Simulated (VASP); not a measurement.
Al2GaP3:

```
CELL_PARAMETERS angstrom
3.72776 0.00000 0.00000
-1.86388 3.22834 0.00000
0.00000 0.00000 9.13112
ATOMIC_POSITIONS crystal
Al 0.00000 0.00000 0.00000
Al 0.33333 0.66667 0.66667
Ga 0.66667 0.33333 0.33333
P 0.00000 0.00000 0.75000
P 0.33333 0.66667 0.41667
P 0.66667 0.33333 0.08333
```

- Program: VASP 6.6.1
- Task: relaxation of cell and atoms
- Functional: PBE
- Potentials or basis: VASP PAW PBE potentials, release 64 (Al, Ga_d, P)
- Cutoff: 600 eV
- k mesh: 6 × 6 × 2
- Occupations: gaussian, width 0.1 eV
- Spin: no spin polarisation

At the start: pressure 13.9 GPa; volume 18.31 Å³/atom.

**Question.** Where does the relaxation end?

**Answer.** Over 5 steps the energy falls by 98.8 meV/atom and the volume is 20.82 Å³/atom (+13.7 %); space group P3m1 (No. 156, to 0.05 Å).

The path:
```
step  energy change (eV)  largest force (eV/Å)  pressure (GPa)  volume (Å³)
   1              0.0000                0.0441           13.89       109.89
   2             -0.3494                0.0766           -5.95       137.12
   3             -0.5929                0.0569           -0.04       125.25
   4             -0.5927                0.0565            0.17       124.93
   5             -0.5930                0.0262            0.17       124.94
```

Final structure:
```yaml
crystal:
  lattice:
    - [3.89175, 0.00000, 0.00000]
    - [-1.94588, 3.37036, 0.00000]
    - [0.00000, 0.00000, 9.52513]
  atoms:
    - { symbol: Al, position: [0.00000, 0.00000, 0.00026] }
    - { symbol: Al, position: [0.33333, 0.66667, 0.66662] }
    - { symbol: Ga, position: [0.66667, 0.33333, 0.33330] }
    - { symbol: P, position: [0.00000, 0.00000, 0.74982] }
    - { symbol: P, position: [0.33333, 0.66667, 0.41704] }
    - { symbol: P, position: [0.66667, 0.33333, 0.08296] }
```
